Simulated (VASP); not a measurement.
Crystal: FeSi.

```
CELL_PARAMETERS angstrom
4.55070 0.00000 0.00000
0.00000 4.55070 0.00000
0.00000 0.00000 4.55070
ATOMIC_POSITIONS crystal
Fe 0.13652 0.13652 0.13652
Fe 0.36348 0.86348 0.63652
Fe 0.63652 0.36348 0.86348
Fe 0.86348 0.63652 0.36348
Si 0.84240 0.84240 0.84240
Si 0.65760 0.15760 0.34240
Si 0.34240 0.65760 0.15760
Si 0.15760 0.34240 0.65760
```

| Item | Value |
| --- | --- |
| Program | VASP 6.6.1 |
| Task | relaxation of cell and atoms |
| Functional | r2SCAN |
| Potentials or basis | VASP PAW PBE potentials, release 64 (Fe, Si) |
| Cutoff | 600 eV |
| k mesh | 4 × 4 × 4 |
| Occupations | gaussian, width 0.1 eV |
| Spin | no spin polarisation |

At the start: pressure -20.1 GPa; volume 11.78 Å³/atom.

Task: How do energy, volume and symmetry change on relaxing?

Result: Over 7 steps the energy falls by 76.0 meV/atom and the volume is 10.67 Å³/atom (-9.4 %); space group P2_13 (No. 198, to 0.1 Å) before and after.

The path:
| step | energy change (eV) | largest force (eV/Å) | pressure (GPa) | volume (Å³) |
| --- | --- | --- | --- | --- |
| 1 | 0.0000 | 0.3049 | -20.10 | 94.24 |
| 2 | 0.6231 | 0.9795 | 43.17 | 75.48 |
| 3 | -0.6046 | 0.1213 | -0.80 | 85.80 |
| 4 | -0.6053 | 0.1351 | -0.14 | 85.58 |
| 5 | -0.6051 | 0.1458 | 0.37 | 85.42 |
| 6 | -0.6080 | 0.0512 | 0.40 | 85.36 |
| 7 | -0.6081 | 0.0285 | 0.40 | 85.34 |

Final structure:
```xyz
8
Lattice="4.4027 0.0000 0.0000 0.0000 4.4027 0.0000 0.0000 0.0000 4.4027" Properties=species:S:1:pos:R:3 pbc="T T T"
Fe    0.6022    0.6022    0.6022
Fe    1.5992    3.8006    2.8035
Fe    2.8035    1.5992    3.8006
Fe    3.8006    2.8035    1.5992
Si    3.7025    3.7025    3.7025
Si    2.9015    0.7002    1.5012
Si    1.5012    2.9015    0.7002
Si    0.7002    1.5012    2.9015
```

Caveat: the PAW data sets were made with another functional, which shifts forces and pressure a little; the relaxation stopped at a loose force limit of 0.05 eV/Å, so its end isn't a converged minimum.
